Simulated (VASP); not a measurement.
Wanted: the native input for a VASP 6.6.1 run.

- Task: electric field gradients
- Functional: PBE
- Potentials or basis: VASP PAW PBE potentials, release 64 (K_sv, Cl)
- Cutoff: 520 eV
- k mesh: 7 × 7 × 7
- Occupations: fermi-dirac, width 0.03 eV
- Spin: no spin polarisation
- Dipole correction: no
- Further INCAR settings: ALGO = Normal; EDIFF = 1e-08; NBANDS = 15

The structure of KCl lies in POSCAR:

```
KCl
1.0
    0.0000000000      3.0922197893      3.0922197893
    3.0922197893      0.0000000000      3.0922197893
    3.0922197893      3.0922197893      0.0000000000
K Cl
1 1
Direct
    0.0000000000      0.0000000000      0.0000000000
    0.5000000000      0.5000000000      0.5000000000
```

This cell differs from its parent crystal: volume scaled by 0.9405.

These files were run (other wordings do the same):

INCAR

```
PREC = Accurate
ENCUT = 520
EDIFF = 1E-8
ISMEAR = -1
SIGMA = 0.03
LREAL = False
LASPH = True
NELM = 100
ALGO = Normal
ISIF = 2
LWAVE = False
LCHARG = False
GGA = PE
LEFG = True
NBANDS = 15
```

KPOINTS

```
Automatic mesh
0
Gamma
  7 7 7
```

Potentials or basis: VASP PAW PBE potentials, release 64 (K_sv, Cl).

Run with:

```console
$ cat potpaw_PBE.64/K_sv/POTCAR potpaw_PBE.64/Cl/POTCAR > POTCAR
$ mpirun -np 1 vasp_std > vasp.out
```

It gave:

The pressure is 2.0 GPa and the band gap on the k mesh is 5.37 eV, direct.

Caveat: without QUAD_EFG the Cq values of the log hold for a quadrupole moment of 1 mb, not for the nuclei.

Wall time 22 s on 1 thread of Intel(R) Xeon(R) Platinum 8259CL CPU @ 2.50GHz (Skylake/Cascade Lake), with other jobs on the host, peak memory 0.2 GiB.
